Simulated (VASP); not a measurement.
TeMo5, 6 atoms in the cell. Symmetry: F-43m, No. 216, cubic system. The conventional cell has a = 7.440 Å, b = 7.440 Å, c = 7.440 Å, α = 90.00°, β = 90.00°, γ = 90.00°. Te (site symmetry -43m) has 16 Mo at 3.08 to 3.22 Å within 4.1 Å. Within 4.1 Å of Mo (site symmetry -43m) lie 12 Mo at 3.09 Å and 4 Te at 3.22 Å. Within 3.4 Å of Mo (site symmetry 3m) lie 9 Mo at 2.61 to 3.09 Å and 3 Te at 3.08 Å. The cell was generated, and may not be a known phase.

| Quantity | Value |
| --- | --- |
| Program | VASP 6.6.1 |
| Task | relaxation of cell and atoms |
| Functional | PBE |
| Potentials or basis | VASP PAW PBE potentials, release 64 (Te, Mo_sv) |
| Cutoff | 600 eV |
| k mesh | 10 × 10 × 10 |
| Occupations | gaussian, width 0.1 eV |
| Spin | no spin polarisation |
| Dipole correction | no |
| Further INCAR settings | ALGO = Fast; EDIFF = 1e-06; IBRION = 2; EDIFFG = -0.01; NSW = 100; ISIF = 3 |

Potentials or basis: VASP PAW PBE potentials, release 64 (Te, Mo_sv).

The run is started by

```console
$ cat potpaw_PBE.64/Te/POTCAR potpaw_PBE.64/Mo_sv/POTCAR > POTCAR
$ mpirun -np 1 vasp_std > vasp.out
```

Hardware: 1 thread of Intel(R) Xeon(R) 6975P-C (Granite Rapids), on a shared host.

Question: How long does it take, and how much memory?

Answer: Wall time 14 min on 1 thread of Intel(R) Xeon(R) 6975P-C (Granite Rapids) (shared host), peak memory 0.41 GiB. Counts: scf iterations 56, k points 47, ion steps 5.
